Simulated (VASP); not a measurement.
The system is Pt.

```
CELL_PARAMETERS angstrom
4.40203 0.00000 0.00000
-2.20101 3.81227 0.00000
0.00000 0.00000 2.69844
ATOMIC_POSITIONS crystal
Pt 0.00000 0.00000 0.00000
Pt 0.33333 0.66667 0.50000
Pt 0.66667 0.33333 0.50000
```

This isn't the form of Pt at room conditions, which is fcc.

```yaml
Program: VASP 6.6.1
Task: relaxation of cell and atoms
Functional: PBEsol
Potentials_or_basis: VASP PAW PBE potentials, release 64 (Pt)
Cutoff: 600 eV
k_mesh: 8 × 8 × 12
Occupations: fermi-dirac, width 0.1 eV
Spin: no spin polarisation
```

At the start: pressure 5.8 GPa; volume 15.09 Å³/atom.

Task: How do energy, volume and symmetry change on relaxing?

Result: Over 8 steps the energy falls by 14.6 meV/atom and the volume is 15.38 Å³/atom (+1.9 %); space group P6/mmm (No. 191, to 0.1 Å) before and after.

Step by step:
```
step  energy change (eV)  largest force (eV/Å)  pressure (GPa)  volume (Å³)
   1              0.0000                0.0000            5.83        45.28
   2              0.0961                0.0000          -13.45        48.94
   3             -0.0370                0.0000           -1.95        46.50
   4             -0.0367                0.0000            1.60        45.90
   5             -0.0437                0.0000           -0.27        46.20
   6             -0.0437                0.0000           -0.24        46.19
   7             -0.0436                0.0000            0.42        46.08
   8             -0.0437                0.0000            0.04        46.15
```

Final structure:
```
Pt
1.0
     4.47134    0.00000    0.00000
    -2.23567    3.87229    0.00000
     0.00000    0.00000    2.66537
Pt
3
Direct
  0.00000 0.00000 0.00000
  0.33333 0.66667 0.50000
  0.66667 0.33333 0.50000
```

Caveat: the PAW data sets were made with another functional, which shifts forces and pressure a little.
